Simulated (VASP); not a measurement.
# Ti12HN12 in VASP: single point with PBE+D3(BJ)

Aim: the single point of Ti12HN12 with PBE+D3(BJ).

Program: VASP 6.6.1. These are calculated values, not measurements. Logs are shortened: lines on timing, memory, paths and dates and some standing lists are left out, and cuts for length are marked.

**1. The cell of the first run**

The cell holds a slab with vacuum, 25 atoms: a = 5.947 Å, b = 5.947 Å, c = 21.653 Å, α = 90.00°, β = 90.00°, γ = 90.00°.

**2. Single point, PBE+D3(BJ)**

Contents of INCAR:

```
PREC     = Accurate       # precision mode
ENCUT    = 520            # plane-wave cutoff, eV
EDIFF    = 1E-7           # SCF threshold, eV
ISMEAR   = 0              # smearing method
SIGMA    = 0.1            # smearing width, eV
LREAL    = Auto         
LASPH    = T              # aspherical terms in the spheres
NELM     = 60             # most SCF steps
ALGO     = Normal         # electronic algorithm
ISIF     = 2              # what is computed and relaxed
LWAVE    = F              # write WAVECAR
LCHARG   = T              # write CHGCAR
LDIPOL   = T            
IDIPOL   = 3            
DIPOL    = 0.5 0.5 0.289
GGA      = PE             # functional
IVDW     = 12             # dispersion correction
LELF     = T              # ELF
LVHAR    = T            
LVACPOTAV= T            
NBANDS   = 120            # bands
```

Contents of KPOINTS:

```
regular mesh
0
Gamma
  5 5 1
```

Contents of POSCAR:

```
Ti12HN12
1.0
    5.9473589866      0.0000000000      0.0000000000
    0.0000000000      5.9473589866      0.0000000000
    0.0000000000      0.0000000000     21.6533569277
Ti N H
12 12 1
Direct
    0.2500000000      0.2500000000      0.1847288628
    0.2500000000      0.7500000000      0.1847288628
    0.7500000000      0.2500000000      0.1847288628
    0.7500000000      0.7500000000      0.1847288628
    0.0000000000      0.0000000000      0.2801771125
    0.0000000000      0.5000000000      0.2801771125
    0.5000000000      0.0000000000      0.2801771125
    0.5000000000      0.5000000000      0.2801771125
    0.2500000000      0.2500000000      0.3715894834
    0.2500000000      0.7500000000      0.3715894834
    0.7500000000      0.2500000000      0.3715894834
    0.7500000000      0.7500000000      0.3715894834
    0.0000000000      0.0000000000      0.1847288628
    0.0000000000      0.5000000000      0.1847288628
    0.5000000000      0.0000000000      0.1847288628
    0.5000000000      0.5000000000      0.1847288628
    0.2500000000      0.2500000000      0.2786780157
    0.2500000000      0.7500000000      0.2786780157
    0.7500000000      0.2500000000      0.2786780157
    0.7500000000      0.7500000000      0.2786780157
    0.0000000000      0.0000000000      0.3811583098
    0.0000000000      0.5000000000      0.3811583098
    0.5000000000      0.0000000000      0.3811583098
    0.5000000000      0.5000000000      0.3811583098
    0.1666666667      0.2500000000      0.4966138490
```

Potentials or basis: VASP PAW PBE potentials, release 64 (Ti_sv, N, H).

The run is started by

```
$ cat potpaw_PBE.64/Ti_sv/POTCAR potpaw_PBE.64/N/POTCAR potpaw_PBE.64/H/POTCAR > POTCAR
$ mpirun -np 1 vasp_std > vasp.out
```

OUTCAR:

```text
PREC = Accurate
   ENCUT = 520
   EDIFF = 1E-7
   ISMEAR = 0
   LREAL = Auto
   LASPH = T
   NELM = 60
   ISIF = 2
   GGA = PE
   IVDW = 12
 IVDW          = 12

 ion  position               nearest neighbor table
   1  0.250  0.250  0.185-  17 2.03  14 2.10  15 2.10  16 2.10  13 2.10
   2  0.250  0.750  0.185-  18 2.03  14 2.10  15 2.10  16 2.10  13 2.10
   3  0.750  0.250  0.185-  19 2.03  14 2.10  15 2.10  16 2.10  13 2.10
   4  0.750  0.750  0.185-  20 2.03  14 2.10  15 2.10  16 2.10  13 2.10
   5  0.000  0.000  0.280-  13 2.07  17 2.10  18 2.10  19 2.10  20 2.10  21 2.19  11 2.89  12 2.89
                             9 2.89  10 2.89
   6  0.000  0.500  0.280-  14 2.07  17 2.10  18 2.10  19 2.10  20 2.10  22 2.19  11 2.89  12 2.89
                             9 2.89  10 2.89
   7  0.500  0.000  0.280-  15 2.07  17 2.10  18 2.10  19 2.10  20 2.10  23 2.19  11 2.89  12 2.89
                             9 2.89  10 2.89
   8  0.500  0.500  0.280-  16 2.07  17 2.10  18 2.10  19 2.10  20 2.10  24 2.19  11 2.89  12 2.89
                             9 2.89  10 2.89
   9  0.250  0.250  0.372-  17 2.01  21 2.11  22 2.11  23 2.11  24 2.11   6 2.89   7 2.89   8 2.89
                             5 2.89
  10  0.250  0.750  0.372-  18 2.01  21 2.11  22 2.11  23 2.11  24 2.11   6 2.89   7 2.89   8 2.89
                             5 2.89
  11  0.750  0.250  0.372-  19 2.01  21 2.11  22 2.11  23 2.11  24 2.11   6 2.89   7 2.89   8 2.89
                             5 2.89
  12  0.750  0.750  0.372-  20 2.01  21 2.11  22 2.11  23 2.11  24 2.11   6 2.89   7 2.89   8 2.89
                             5 2.89
  13  0.000  0.000  0.185-   5 2.07   2 2.10   3 2.10   4 2.10   1 2.10
  14  0.000  0.500  0.185-   6 2.07   2 2.10   3 2.10   4 2.10   1 2.10
  15  0.500  0.000  0.185-   7 2.07   2 2.10   3 2.10   4 2.10   1 2.10
  16  0.500  0.500  0.185-   8 2.07   2 2.10   3 2.10   4 2.10   1 2.10
  17  0.250  0.250  0.279-   9 2.01   1 2.03   6 2.10   7 2.10   8 2.10   5 2.10
  18  0.250  0.750  0.279-  10 2.01   2 2.03   6 2.10   7 2.10   8 2.10   5 2.10
  19  0.750  0.250  0.279-  11 2.01   3 2.03   6 2.10   7 2.10   8 2.10   5 2.10
  20  0.750  0.750  0.279-  12 2.01   4 2.03   6 2.10   7 2.10   8 2.10   5 2.10
  21  0.000  0.000  0.381-   9 2.11  10 2.11  11 2.11  12 2.11   5 2.19
  22  0.000  0.500  0.381-   9 2.11  10 2.11  11 2.11  12 2.11   6 2.19
  23  0.500  0.000  0.381-   9 2.11  10 2.11  11 2.11  12 2.11   7 2.19
  24  0.500  0.500  0.381-   9 2.11  10 2.11  11 2.11  12 2.11   8 2.19
  25  0.167  0.250  0.497-

  LATTYP: Found a simple tetragonal cell.
 ALAT       =     5.9473589866
 C/A-ratio  =     3.6408357014

  Lattice vectors:

 A1 = (   5.9473589866,   0.0000000000,   0.0000000000)
 A2 = (   0.0000000000,   5.9473589866,   0.0000000000)
 A3 = (   0.0000000000,   0.0000000000,  21.6533569277)

Analysis of symmetry for initial positions (statically):
=====================================================================
 Subroutine PRICEL returns:
[... 173 lines left out ...]
   IMIX   =      4    mixing-type and parameters
     AMIX     =   0.40;   BMIX     =  1.00
     AMIX_MAG =   1.60;   BMIX_MAG =  1.00
  volume/ion in A,a.u.               =      30.64       206.74
  Fermi-wavevector in a.u.,A,eV,Ry     =   1.055038  1.993734 15.144727  1.113106
  Thomas-Fermi vector in A             =   2.190221
   LORBIT       =      0    0 simple, 1 ext, 2 COOP (PROOUT), +10 PAW based schemes
   GGA     = PE    functional components
   LHFCALC =     F    Hartree Fock is set to
   AEXX    =    0.0000 exact exchange contribution
   IVDW    =    12    specifies the selected vdW correction
   LEPSILON=     F    determine dielectric tensor
   LRPA    =     F    only Hartree local field effects (RPA)
 non-spin polarized calculation
 Gauss-broadening in eV      SIGMA  =   0.10
  energy-cutoff  :      520.00
  volume of cell :      765.90
 maximum number of plane-waves:     20646
 NGX is ok and might be reduce to    48
   NGX = 23   NGY = 23   NGZ = 81

 dipolmoment           0.000000      0.000000     -1.524113 electrons x Angstroem

 number of electron     204.9999951 magnetization

 dipolmoment           0.000000      0.000000      0.635005 electrons x Angstroem

 Free energy of the ion-electron system (eV)
  ---------------------------------------------------
  ext. energy  EPLUGINS =         0.00000000
  ---------------------------------------------------
  free energy    TOTEN  =      -231.14683543 eV

  energy without entropy =     -231.09987820  energy(sigma->0) =     -231.12335681

 E-fermi :   0.6780     XC(G=0):  -4.8693

 val. band max:        0.6303308576   @ k =   0.2000   0.2000   0.0000
 cond. band min:       0.6818681348   @ k =   0.2000   0.2000   0.0000
 fundamental gap:      0.0515372772
 Fermi energy:         0.6780211353

 k-point     1 :       0.0000    0.0000    0.0000
  band No.  band energies     occupation
      1     -57.2904      2.00000
      2     -57.2482      2.00000
      3     -57.2399      2.00000
      4     -57.1839      2.00000
      5     -57.1347      2.00000
      6     -57.1017      2.00000
[... 1042 lines left out ...]
    113       1.8070      0.00000
    114       1.8097      0.00000
 [bands above 114 left out]

------------------------ aborting loop because EDIFF is reached ----------------------------------------

 Edisp (eV)   -7.73688

 E8    (eV) :    -3.3958

  FORCE on cell =-STRESS in cart. coord.  units (eV):
  Direction    XX          YY          ZZ          XY          YZ          ZX
  --------------------------------------------------------------------------------------
  -------------------------------------------------------------------------------------
  Total     -15.50331   -15.14258    -1.87016     0.00000     0.00000     0.64086
  in kB     -32.43108   -31.67649    -3.91216     0.00000     0.00000     1.34059
  external pressure =      -22.67 kB  Pullay stress =        0.00 kB

 VOLUME and BASIS-vectors are now :
 -----------------------------------------------------------------------------
  energy-cutoff  :      520.00
  volume of cell :      765.90
      direct lattice vectors                 reciprocal lattice vectors
     5.947358987  0.000000000  0.000000000     0.168141860  0.000000000  0.000000000
     0.000000000  5.947358987  0.000000000     0.000000000  0.168141860  0.000000000
     0.000000000  0.000000000 21.653356928     0.000000000  0.000000000  0.046182216

 POSITION                                       TOTAL-FORCE (eV/Angst)
 -----------------------------------------------------------------------------------
      1.48684      1.48684      4.00000        -0.017511      0.000000      1.564590
      1.48684      4.46052      4.00000        -0.001902      0.000000      1.792865
      4.46052      1.48684      4.00000         0.016220      0.000000      1.771718
      4.46052      4.46052      4.00000         0.006445      0.000000      1.869441
      0.00000      0.00000      6.06678        -0.007834     -0.027458     -0.002116
      0.00000      2.97368      6.06678        -0.007834      0.027458     -0.002116
[... 17 lines left out ...]
      2.97368      2.97368      8.25336         0.102254      0.098957     -0.554101
      0.99123      1.48684     10.75336         0.237406      0.000000     -1.208656
 -----------------------------------------------------------------------------------
    total drift:                               -0.000032     -0.000000      0.136604

  FREE ENERGIE OF THE ION-ELECTRON SYSTEM (eV)
  ---------------------------------------------------
  free  energy   TOTEN  =      -238.8837150681 eV

  energy  without entropy=     -238.8367578363  energy(sigma->0) =     -238.86023645

 vacuum level on the upper side and lower side of the slab         6.331         3.082
```

OSZICAR:

```text
N       E                     dE             d eps       ncg     rms          rms(c)
DAV:   1     0.295827841019E+04    0.29583E+04   -0.10534E+05  2480   0.169E+03
DAV:   2     0.242311341041E+03   -0.27160E+04   -0.26460E+04  2480   0.537E+02
DAV:   3    -0.242969042804E+03   -0.48528E+03   -0.48061E+03  3232   0.212E+02
[... 32 lines left out ...]
DAV:  36    -0.231146834504E+03   -0.95372E-06   -0.41347E-08  1552   0.721E-04    0.228E-04
DAV:  37    -0.231146834929E+03   -0.42452E-06   -0.81962E-09  1488   0.465E-04    0.188E-04
DAV:  38    -0.231146835235E+03   -0.30633E-06   -0.47933E-09  1408   0.377E-04    0.912E-05
DAV:  39    -0.231146835378E+03   -0.14294E-06    0.27538E-10  1392   0.260E-04    0.677E-05
DAV:  40    -0.231146835429E+03   -0.50954E-07    0.35537E-09  1296   0.210E-04
   1 F= -.23888372E+03 E0= -.23886024E+03  d E =-.469572E-01
```

stdout:

```text
POSCAR found type information on POSCAR TiN H
 POSCAR found :  3 types and      25 ions
 scaLAPACK will be used
 LDA part: xc-table for (Slater+PW92), standard interpolation
 POSCAR, INCAR and KPOINTS ok, starting setup
 FFT: planning ... GRIDC
 FFT: planning ... GRID_SOFT
 FFT: planning ... GRID
 WAVECAR not read
 entering main loop
 -----------------------------------------------------------------------------
|                                                                             |
|           W    W    AA    RRRRR   N    N  II  N    N   GGGG   !!!           |
|           W    W   A  A   R    R  NN   N  II  NN   N  G    G  !!!           |
|           W    W  A    A  R    R  N N  N  II  N N  N  G       !!!           |
|           W WW W  AAAAAA  RRRRR   N  N N  II  N  N N  G  GGG   !            |
|           WW  WW  A    A  R   R   N   NN  II  N   NN  G    G                |
|           W    W  A    A  R    R  N    N  II  N    N   GGGG   !!!           |
|                                                                             |
|     Did not find any points to average over, which means that no vacuum     |
|     field-free region was found. Please increase the size of  your cell     |
|     in the dimension of the dipole correction to obtain accurate            |
|     workfunction values.                                                    |
|                                                                             |
 -----------------------------------------------------------------------------
```

Run time: 46 min. Hardware: 1 thread of Intel Xeon Platinum 8559C (Emerald Rapids), shared host; peak memory 1.1 GiB.

What came out:

```yaml
Free_energy: -238.8837 eV
Largest_force: 2.668 eV/Å
Band_gap_on_the_k_mesh: zero (an odd number of electrons rules out a gap without spin polarisation)
Dispersion_energy_per_atom: -0.309 eV
```

Forces in eV/Å, atoms in the order of the input:
```
Ti  -0.018  0.000  1.565
Ti  -0.002  0.000  1.793
Ti   0.016  0.000  1.772
Ti   0.006  0.000  1.869
Ti  -0.008 -0.027 -0.002
Ti  -0.008  0.027 -0.002
Ti   0.003  0.011  0.003
Ti   0.003 -0.011  0.003
Ti  -0.319  0.000  2.649
Ti  -0.065  0.000  0.657
Ti   0.147  0.000  0.745
Ti   0.076  0.000  0.457
N    0.000 -0.010 -1.802
N    0.000  0.010 -1.802
N   -0.004  0.010 -1.827
N   -0.004 -0.010 -1.827
N    0.018  0.000 -0.268
N   -0.011  0.000 -0.061
N   -0.006  0.000 -0.062
N    0.014  0.000 -0.069
N   -0.140 -0.178 -0.738
N   -0.140  0.178 -0.738
N    0.102 -0.099 -0.554
N    0.102  0.099 -0.554
H    0.237  0.000 -1.209
```

Caveat: an odd number of electrons without spin polarisation forces a metal; a magnetic or distorted state may lie lower.

The gap in the log of VASP goes by the Fermi energy; the results here count the filled bands.